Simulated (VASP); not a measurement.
# CdSe (CsCl type) (Pm-3m) in VASP: further runs, part 2 of 2

VASP 6.6.1. The steps go on from the part before.

### 5 Single point, PBE (volume scaled by 0.72)

Contents of INCAR:

```
ALGO = Normal
EDIFF = 1E-6
ENCUT = 520
GGA = PE
ISIF = 2
ISMEAR = -1
LASPH = T
LCHARG = T
LELF = T
LREAL = F
LVHAR = T
LWAVE = F
NBANDS = 16
NELM = 60
PREC = Accurate
SIGMA = 0.05
```

Contents of KPOINTS:

```
k-points
0
Gamma
  12 12 12
```

Contents of POSCAR:

```
CdSe
1.0
    3.1873299107      0.0000000000      0.0000000000
    0.0000000000      3.1873299107      0.0000000000
    0.0000000000      0.0000000000      3.1873299107
Cd Se
1 1
Direct
    0.0000000000      0.0000000000      0.0000000000
    0.5000000000      0.5000000000      0.5000000000
```

Potentials or basis: VASP PAW PBE potentials, release 64 (Cd, Se).

Run with:

```console
$ cat potpaw_PBE.64/Cd/POTCAR potpaw_PBE.64/Se/POTCAR > POTCAR
$ mpirun -np 1 vasp_std > vasp.out
```

OUTCAR:

```text
EDIFF = 1E-6
   ENCUT = 520
   GGA = PE
   ISIF = 2
   ISMEAR = -1
   LASPH = T
   LREAL = F
   NELM = 60
   PREC = Accurate

 ion  position               nearest neighbor table
   1  0.000  0.000  0.000-   2 2.76   2 2.76   2 2.76   2 2.76   2 2.76   2 2.76   2 2.76   2 2.76

   2  0.500  0.500  0.500-   1 2.76   1 2.76   1 2.76   1 2.76   1 2.76   1 2.76   1 2.76   1 2.76

  LATTYP: Found a simple cubic cell.
 ALAT       =     3.1873299107

  Lattice vectors:

 A1 = (   3.1873299107,   0.0000000000,   0.0000000000)
 A2 = (   0.0000000000,   3.1873299107,   0.0000000000)
 A3 = (   0.0000000000,   0.0000000000,   3.1873299107)

Analysis of symmetry for initial positions (statically):
=====================================================================
 Subroutine PRICEL returns:
 Original cell was already a primitive cell.

 Routine SETGRP: Setting up the symmetry group for a
 simple cubic supercell.

 Subroutine GETGRP returns: Found 48 space group operations
 (whereof 48 operations were pure point group operations)
 out of a pool of 48 trial point group operations.

The static configuration has the point symmetry O_h .

Analysis of symmetry for dynamics (positions and initial velocities):
=====================================================================
 Subroutine PRICEL returns:
 Original cell was already a primitive cell.

 Routine SETGRP: Setting up the symmetry group for a
 simple cubic supercell.

 Subroutine GETGRP returns: Found 48 space group operations
 (whereof 48 operations were pure point group operations)
 out of a pool of 48 trial point group operations.

The dynamic configuration has the point symmetry O_h .

 Subroutine INISYM returns: Found 48 space group operations
 (whereof 48 operations are pure point group operations),
 and found     1 'primitive' translations

----------------------------------------------------------------------------------------

                                     Primitive cell

  volume of cell :      32.3803

  direct lattice vectors                    reciprocal lattice vectors
     3.187329911  0.000000000  0.000000000     0.313742232  0.000000000  0.000000000
     0.000000000  3.187329911  0.000000000     0.000000000  0.313742232  0.000000000
     0.000000000  0.000000000  3.187329911     0.000000000  0.000000000  0.313742232

  length of vectors
     3.187329911  3.187329911  3.187329911     0.313742232  0.313742232  0.313742232

  position of ions in fractional coordinates (direct lattice)
     0.000000000  0.000000000  0.000000000
     0.500000000  0.500000000  0.500000000

  ion indices of the primitive-cell ions
   primitive index   ion index
                 1           1
                 2           2

----------------------------------------------------------------------------------------

 KPOINTS: k-points

Automatic generation of k-mesh.
 Grid dimensions read from file:
 generate k-points for:   12   12   12

 Generating k-lattice:

  Cartesian coordinates                     Fractional coordinates (reciprocal lattice)
     0.026145186  0.000000000  0.000000000     0.083333333  0.000000000  0.000000000
     0.000000000  0.026145186  0.000000000     0.000000000  0.083333333  0.000000000
     0.000000000  0.000000000  0.026145186     0.000000000  0.000000000  0.083333333

  Length of vectors
     0.026145186  0.026145186  0.026145186

  Shift w.r.t. Gamma in fractional coordinates (k-lattice)
     0.000000000  0.000000000  0.000000000

 Subroutine IBZKPT returns following result:
 ===========================================

 Found     84 irreducible k-points:

 Following reciprocal coordinates:
            Coordinates               Weight
  0.000000  0.000000  0.000000      1.000000
  0.083333  0.000000  0.000000      6.000000
  0.166667  0.000000  0.000000      6.000000
  0.250000  0.000000  0.000000      6.000000
  0.333333  0.000000  0.000000      6.000000
  0.416667  0.000000  0.000000      6.000000
[... 16 lines left out ...]
  0.333333  0.333333  0.000000     12.000000
  0.416667  0.333333  0.000000     24.000000
 [... further k-points ...]
   k-points           NKPTS =     84   k-points in BZ     NKDIM =     84   number of bands    NBANDS=     16
   number of dos      NEDOS =    301   number of ions     NIONS =      2
   total plane-waves  NPLWV =  13824
   dimension x,y,z NGX =    24 NGY =   24 NGZ =   24
   dimension x,y,z NGXF=    48 NGYF=   48 NGZF=   48
   ions per type =               1   1
   NGX,Y,Z   is equivalent  to a cutoff of  12.52, 12.52, 12.52 a.u.
   NGXF,Y,Z  is equivalent  to a cutoff of  25.04, 25.04, 25.04 a.u.
 SYSTEM =  unknown system
   PREC   = accura    normal or accurate (medium, high low for compatibility)
   ISTART =      0    job   : 0-new  1-cont  2-samecut
   ICHARG =      2    charge: 1-file 2-atom 10-const
   ISPIN  =      1    spin polarized calculation?
   LNONCOLLINEAR =      F non collinear calculations
   LSORBIT =      F    spin-orbit coupling
   LASPH  =      T    aspherical Exc in radial PAW
   ENCUT  =  520.0 eV  38.22 Ry    6.18 a.u.   5.93  5.93  5.93*2*pi/ulx,y,z
   NELM   =     60;   NELMIN=  2; NELMDL= -5     # of ELM steps
   EDIFF  = 0.1E-05   stopping-criterion for ELM
   LREAL  =      F    real-space projection
   EDIFFG = 0.1E-04   stopping-criterion for IOM
   NSW    =      0    number of steps for IOM
   IBRION =     -1    ionic relax: 0-MD 1-quasi-New 2-CG
   NFREE  =      0    steps in history (QN), initial steepest desc. (CG)
   ISIF   =      2    stress and relaxation
   ISYM   =      2    0-nonsym 1-usesym 2-fastsym
   POTIM  = 0.5000    time-step for ionic-motion
   TEBEG  =    0.0;   TEEND  =   0.0 temperature during run
   PSTRESS=    0.0 pullay stress
   NELECT =      18.0000    total number of electrons
   NUPDOWN=      -1.0000    fix difference up-down
   EMIN   =  10.00;   EMAX   =-10.00  energy-range for DOS
   EFERMI =   0.00;   METHOD = LEGACY
   ISMEAR =    -1;   SIGMA  =   0.05  broadening in eV -4-tet -1-fermi 0-gaus
   EFERMI_NEDOS =   21; number of points for ismear=-14 and -15
   IALGO  =     38    algorithm
   IMIX   =      4    mixing-type and parameters
     AMIX     =   0.40;   BMIX     =  1.00
     AMIX_MAG =   1.60;   BMIX_MAG =  1.00
  volume/ion in A,a.u.               =      16.19       109.26
  Fermi-wavevector in a.u.,A,eV,Ry     =   1.346083  2.543729 24.652949  1.811941
  Thomas-Fermi vector in A             =   2.473944
   LORBIT       =      0    0 simple, 1 ext, 2 COOP (PROOUT), +10 PAW based schemes
   GGA     = PE    functional components
   LHFCALC =     F    Hartree Fock is set to
   AEXX    =    0.0000 exact exchange contribution
   IVDW    =     0    specifies the selected vdW correction
   LEPSILON=     F    determine dielectric tensor
   LRPA    =     F    only Hartree local field effects (RPA)
 non-spin polarized calculation
  energy-cutoff  :      520.00
  volume of cell :       32.38
 maximum number of plane-waves:       912
 NGX is ok and might be reduce to    24
   NGX = 11   NGY = 11   NGZ = 11

 number of electron      18.0000002 magnetization

 Free energy of the ion-electron system (eV)
  ---------------------------------------------------
  ext. energy  EPLUGINS =         0.00000000
  ---------------------------------------------------
  free energy    TOTEN  =        -3.04717368 eV

  energy without entropy =       -3.03721048  energy(sigma->0) =       -3.04219208

 E-fermi :   6.7570     XC(G=0): -12.0981

 val. band max:        6.7489865606   @ k =   0.4167   0.4167   0.0833
 cond. band min:       6.7606144045   @ k =   0.5000   0.3333   0.1667
 fundamental gap:      0.0116278439
 Fermi energy:         6.7569745150

 k-point     1 :       0.0000    0.0000    0.0000
  band No.  band energies     occupation
      1      -9.4603      2.00000
      2      -3.1103      2.00000
      3      -3.1103      2.00000
      4      -2.1561      2.00000
      5      -2.1561      2.00000
      6      -2.1561      2.00000
[... 8 lines left out ...]
     15      20.6902      0.00000
     16      23.3975      0.00000
[... 419 lines left out ...]
 k-point    24 :       0.4167    0.3333    0.0000
  band No.  band energies     occupation
      1      -7.3903      2.00000
      2      -2.9270      2.00000
      3      -2.4929      2.00000
      4      -2.3809      2.00000
      5      -2.2712      2.00000
      6      -2.1564      2.00000
[... 8 lines left out ...]
     15      19.1870      0.00000
     16      22.2310      0.00000

 [... further k-points ...]

------------------------ aborting loop because EDIFF is reached ----------------------------------------

  FORCE on cell =-STRESS in cart. coord.  units (eV):
  Direction    XX          YY          ZZ          XY          YZ          ZX
  --------------------------------------------------------------------------------------
  -------------------------------------------------------------------------------------
  Total        8.7510463      8.7510463      8.7510463      0.0000000     -0.0000000      0.0000000
  in kB      433.0016065    433.0016065    433.0016065      0.0000000     -0.0000000      0.0000000
  external PRESSURE =     433.0016065 kB  Pullay stress =       0.0000000 kB

 VOLUME and BASIS-vectors are now :
 -----------------------------------------------------------------------------
  energy-cutoff  :      520.00
  volume of cell :       32.38
      direct lattice vectors                 reciprocal lattice vectors
     3.187329911  0.000000000  0.000000000     0.313742232  0.000000000  0.000000000
     0.000000000  3.187329911  0.000000000     0.000000000  0.313742232  0.000000000
     0.000000000  0.000000000  3.187329911     0.000000000  0.000000000  0.313742232

 POSITION                                       TOTAL-FORCE (eV/Angst)
 -----------------------------------------------------------------------------------
      0.00000      0.00000      0.00000         0.000000      0.000000      0.000000
      1.59366      1.59366      1.59366         0.000000      0.000000      0.000000
 -----------------------------------------------------------------------------------
    total drift:                                0.000000      0.000000      0.000000

  FREE ENERGIE OF THE ION-ELECTRON SYSTEM (eV)
  ---------------------------------------------------
  free  energy   TOTEN  =        -3.0471736824 eV

  energy  without entropy=       -3.0372104830  energy(sigma->0) =       -3.04219208
```

stdout:

```text
POSCAR found type information on POSCAR CdSe
 POSCAR found :  2 types and       2 ions
 scaLAPACK will be used
 LDA part: xc-table for (Slater+PW92), standard interpolation
 POSCAR, INCAR and KPOINTS ok, starting setup
 FFT: planning ... GRIDC
 FFT: planning ... GRID_SOFT
 FFT: planning ... GRID
 WAVECAR not read
 entering main loop
```

It took 20 s on 1 thread of Intel Xeon 6975P-C, shared host; peak memory 0.17 GiB.

Results:

```yaml
Free_energy: -3.0472 eV
Pressure: 43.3 GPa
Band_gap_on_the_k_mesh: zero (band 9 reaches 7.21 eV, above the bottom of band 10 at 5.50 eV)
```

### 6 Summary

```tsv
cell	gap on the mesh (eV)	pressure (GPa)
a = 2.914 Å, 2 atoms	none	150.2
a = 3.065 Å, 2 atoms	none	77.9
a = 3.187 Å, 2 atoms	none	43.3
```

Alike in all rows: task single point; level PBE; potentials or basis VASP PAW PBE potentials, release 64 (Cd, Se); no spin polarisation; k mesh 12 × 12 × 12; cutoff (eV) 520; smearing fermi-dirac 0.05 eV.

Total energies depend on the potentials used, so only differences within one code and one set of settings carry meaning.
